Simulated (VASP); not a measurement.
# MgCd3O (P4mm) in VASP: a series of runs, part 3 of 3

VASP 6.6.1. Earlier steps stand in the parts before.

## (5) Single point, PBE

This run uses another cell than the first one, of 25.67 Å³/atom.

The input, INCAR:

```
  ALGO = Normal
  EDIFF = 1E-6
  ENCUT = 600
  GGA = PE
  GGA_COMPAT = False
  ISIF = 2
  ISMEAR = 0
  LASPH = True
  LCHARG = False
  LREAL = False
  LWAVE = False
  NBANDS = 30
  NELM = 120
  PREC = Accurate
  SIGMA = 0.1
```

The input, KPOINTS:

```
k-points
0
Gamma
  8 8 6
```

The input, POSCAR:

```
MgCd3O
1.0
    4.1005635223      0.0000000000      0.0000000000
    0.0000000000      4.1005635223      0.0000000000
    0.0000000000      0.0000000000      7.6338431488
Mg Cd O
1 3 1
Direct
    0.5000000000      0.5000000000      0.6221183054
    0.5000000000      0.0000000000      0.9104792637
    0.0000000000      0.5000000000      0.9104792637
    0.5000000000      0.5000000000      0.2565504396
    0.0000000000      0.0000000000      1.0671233574
```

Command:

```sh
$ cat potpaw_PBE.64/Mg/POTCAR potpaw_PBE.64/Cd/POTCAR potpaw_PBE.64/O/POTCAR > POTCAR
$ mpirun -np 1 vasp_std > vasp.out
```

Wall time 3.1 min (1 thread of Intel Xeon Platinum 8488C (Sapphire Rapids), shared host); peak memory 0.43 GiB.

Results (log left out):

* Free energy: -8.8907 eV
* Pressure: 0.2 GPa
* Largest force: 0.082 eV/Å
* Band gap on the k mesh: zero (bands 22 and 23 overlap by 1.34 eV)

Forces on the atoms (eV/Å):
```
Mg   0.000  0.000  0.001
Cd   0.000  0.000 -0.049
Cd   0.000  0.000 -0.049
Cd   0.000  0.000  0.016
O    0.000  0.000  0.082
```

Stress tensor (GPa, compression positive):
```
0.23 0.00 0.00
0.00 0.23 0.00
0.00 0.00 0.07
```

Levels at points of the mesh, in eV from the Fermi level:
| k point | band 19 | band 20 | band 21 | band 22 | band 23 | band 24 | band 25 | band 26 |
| --- | --- | --- | --- | --- | --- | --- | --- | --- |
| (0.00, 0.00, 0.00) | -2.90 | -2.90 | -2.28 | -1.05 | 3.03 | 3.03 | 3.28 | 4.88 |
| (0.50, 0.00, 0.00) | -2.48 | -2.41 | -2.07 | -1.59 | 0.59 | 1.41 | 1.80 | 4.12 |
| (0.50, 0.50, 0.00) | -3.10 | -3.10 | -0.71 | -0.60 | -0.60 | 1.13 | 2.02 | 2.13 |
| (0.00, 0.00, 0.50) | -2.90 | -2.90 | -1.99 | 0.16 | 1.78 | 3.10 | 3.10 | 3.33 |
| (0.50, 0.00, 0.50) | -3.27 | -2.48 | -1.25 | -1.19 | -0.01 | 1.93 | 2.62 | 4.46 |
| (0.50, 0.50, 0.50) | -3.11 | -2.87 | -1.61 | -0.75 | -0.75 | 2.05 | 2.05 | 2.20 |

## (6) Single point, PBE, collinear spin, ferromagnetic start

The input, INCAR:

```
  ALGO = Normal
  EDIFF = 1E-6
  ENCUT = 600
  GGA = PE
  GGA_COMPAT = False
  ISIF = 2
  ISMEAR = 0
  ISPIN = 2
  LASPH = True
  LCHARG = False
  LORBIT = 11
  LREAL = False
  LWAVE = False
  MAGMOM = 0 0 0 0 1
  NBANDS = 34
  NELM = 200
  PREC = Accurate
  SIGMA = 0.1
```

The input, KPOINTS:

```
k-points
0
Gamma
  4 4 4
```

The input, POSCAR:

```
MgCd3O
1.0
    4.4877220700      0.0000000000      0.0000000000
    0.0000000000      4.4877220700      0.0000000000
    0.0000000000      0.0000000000      5.0619580200
Mg Cd O
1 3 1
Direct
    0.5000000000      0.5000000000      0.5804528200
    0.5000000000      0.0000000000      0.0426836700
    0.0000000000      0.5000000000      0.0426836700
    0.5000000000      0.5000000000      0.1263733200
    0.0000000000      0.0000000000      0.9745571500
```

Potentials or basis: VASP PAW PBE potentials, release 64 (Mg, Cd, O).

Command:

```sh
$ cat potpaw_PBE.64/Mg/POTCAR potpaw_PBE.64/Cd/POTCAR potpaw_PBE.64/O/POTCAR > POTCAR
$ mpirun -np 1 vasp_std > vasp.out
```

Wall time 1.7 min (1 thread of Intel Xeon Platinum 8488C (Sapphire Rapids), shared host); peak memory 0.32 GiB.

It converged, with:

```yaml
Free_energy: -3.0417 eV
Pressure: 37.1 GPa
Largest_force: 2.604 eV/Å
Band_gap_on_the_k_mesh: zero (filled and empty bands overlap)
Net_moment: 0.00 μB per cell
Valence_electrons_inside_the_program's_atomic_spheres: Mg 0.40; Cd 10.59, 11.02 (each value once); O 4.89
```

Forces in eV/Å, atoms in the order of the input:
```
Mg   0.000  0.000  2.604
Cd   0.000  0.000 -1.786
Cd   0.000  0.000 -1.786
Cd   0.000  0.000  1.610
O    0.000  0.000 -0.641
```

Stress tensor (GPa, compression positive):
```
46.99  0.00  0.00
 0.00 46.99  0.00
 0.00  0.00 17.34
```

Levels at points of the mesh, in eV from the Fermi level:
Spin up:
```tsv
k point	band 20	band 21	band 22	band 23	band 24	band 25
(0.00, 0.00, 0.00)	-2.91	-0.86	0.86	0.86	1.29	1.54
(0.50, 0.00, 0.00)	-2.24	-1.89	0.09	0.74	1.85	3.36
(0.50, 0.50, 0.00)	-2.13	0.19	0.19	0.95	2.70	2.86
(0.00, 0.00, 0.50)	-4.16	-1.75	1.36	1.36	2.27	3.40
(0.50, 0.00, 0.50)	-3.29	-2.13	-0.91	0.41	1.29	4.76
(0.50, 0.50, 0.50)	-2.26	-1.57	-0.41	-0.41	1.51	1.51
```
Spin down:
```
           k point  band 18  band 19  band 20  band 21  band 22  band 23  band 24  band 25  band 26  band 27
(0.00, 0.00, 0.00)    -4.22    -4.22    -2.91    -0.86     0.86     0.86     1.29     1.54     5.14     6.14
(0.50, 0.00, 0.00)    -3.68    -3.46    -2.24    -1.89     0.09     0.74     1.85     3.36     3.61     4.55
(0.50, 0.50, 0.00)    -5.18    -5.18    -2.13     0.19     0.19     0.95     2.70     2.86     2.86     3.03
(0.00, 0.00, 0.50)    -4.41    -4.16    -4.16    -1.75     1.36     1.36     2.27     3.40     4.21     4.21
(0.50, 0.00, 0.50)    -3.45    -3.45    -3.29    -2.13    -0.91     0.41     1.29     4.76     4.85     5.63
(0.50, 0.50, 0.50)    -4.93    -4.93    -2.26    -1.57    -0.41    -0.41     1.51     1.51     4.36     4.96
```

Caveat: the cell stands under pressure; forces of over 1 eV/Å act on the atoms, so gaps and moduli don't describe the material at rest.

## (7) Single point, PBE

This run uses another cell than the first one, of 25.59 Å³/atom.

The input, INCAR:

```
  ALGO = Normal
  EDIFF = 1E-6
  ENCUT = 600
  GGA = PE
  GGA_COMPAT = False
  ISIF = 2
  ISMEAR = 0
  LASPH = True
  LCHARG = False
  LREAL = False
  LWAVE = False
  NBANDS = 30
  NELM = 120
  PREC = Accurate
  SIGMA = 0.1
```

The input, KPOINTS:

```
k-points
0
Gamma
  10 10 6
```

The input, POSCAR:

```
MgCd3O
1.0
    4.1009888916      0.0000000000      0.0000000000
    0.0000000000      4.1009888916      0.0000000000
    0.0000000000      0.0000000000      7.6069159856
Mg Cd O
1 3 1
Direct
    0.5000000000      0.5000000000      0.6227393630
    0.5000000000      0.0000000000      0.9090075186
    0.0000000000      0.5000000000      0.9090075186
    0.5000000000      0.5000000000      0.2562733089
    0.0000000000      0.0000000000      1.0697229207
```

Command:

```sh
$ cat potpaw_PBE.64/Mg/POTCAR potpaw_PBE.64/Cd/POTCAR potpaw_PBE.64/O/POTCAR > POTCAR
$ mpirun -np 1 vasp_std > vasp.out
```

It took 5 min on 1 thread of Intel Xeon Platinum 8488C (Sapphire Rapids), shared host; peak memory 0.51 GiB.

It converged, with:

* Free energy: -8.8700 eV
* Pressure: 0.2 GPa
* Largest force: 0.080 eV/Å
* Band gap on the k mesh: zero (bands 22 and 23 overlap by 1.53 eV)

Forces on the atoms (eV/Å):
```
Mg   0.000  0.000 -0.003
Cd   0.000  0.000 -0.046
Cd   0.000  0.000 -0.046
Cd   0.000  0.000  0.014
O    0.000  0.000  0.080
```

Stress tensor (GPa, compression positive):
```
0.21 0.00 0.00
0.00 0.21 0.00
0.00 0.00 0.05
```

Levels at points of the mesh, in eV from the Fermi level:
```
           k point  band 20  band 21  band 22  band 23  band 24  band 25
(0.00, 0.00, 0.00)    -2.75    -2.19    -0.94     3.08     3.08     3.38
(0.50, 0.00, 0.00)    -2.31    -1.98    -1.50     0.71     1.52     1.92
(0.50, 0.50, 0.00)    -2.96    -0.63    -0.52    -0.52     1.23     2.08
(0.00, 0.00, 0.50)    -2.74    -1.89     0.27     1.92     3.15     3.15
(0.50, 0.00, 0.50)    -2.33    -1.15    -1.07     0.09     2.06     2.73
(0.50, 0.50, 0.50)    -2.79    -1.53    -0.68    -0.68     2.16     2.16
```

## (8) Overview

| task | spin | cell | k mesh | gap on the mesh (eV) | pressure (GPa) | largest force (eV/Å) |
| --- | --- | --- | --- | --- | --- | --- |
| single point | off | a = 4.488, b = 4.488, c = 5.062 Å, 5 atoms, atomic positions A | 4 × 4 × 4 | none | 37.1 | 2.60 |
| single point | off | a = 4.616, b = 4.616, c = 6.808 Å, 5 atoms, atomic positions B | 4 × 4 × 4 | none | 0.3 | 0.05 |
| relaxation of cell and atoms | off | relaxed from a = 4.488, b = 4.488, c = 5.062 Å, 5 atoms, atomic positions A | 4 × 4 × 4 | none | 0.0 | 0.04 |
| single point | off | a = 4.101, b = 4.101, c = 7.634 Å, 5 atoms, atomic positions C | 8 × 8 × 6 | none | 0.2 | 0.08 |
| single point | collinear, ferromagnetic start | a = 4.488, b = 4.488, c = 5.062 Å, 5 atoms, atomic positions A | 4 × 4 × 4 | none | 37.1 | 2.60 |
| single point | off | a = 4.101, b = 4.101, c = 7.607 Å, 5 atoms, atomic positions D | 10 × 10 × 6 | none | 0.2 | 0.08 |

Alike in all rows: level PBE; potentials or basis VASP PAW PBE potentials, release 64 (Mg, Cd, O); cutoff (eV) 600; smearing gaussian 0.1 eV.

Caveats: the cell stands under pressure (at least some runs); forces of over 1 eV/Å act on the atoms, so gaps and moduli don't describe the material at rest (at least some runs); the volume moved by over 15 % at a fixed basis, so the end points are rough (at least some runs).

Total energies depend on the potentials used, so only differences within one code and one set of settings carry meaning.
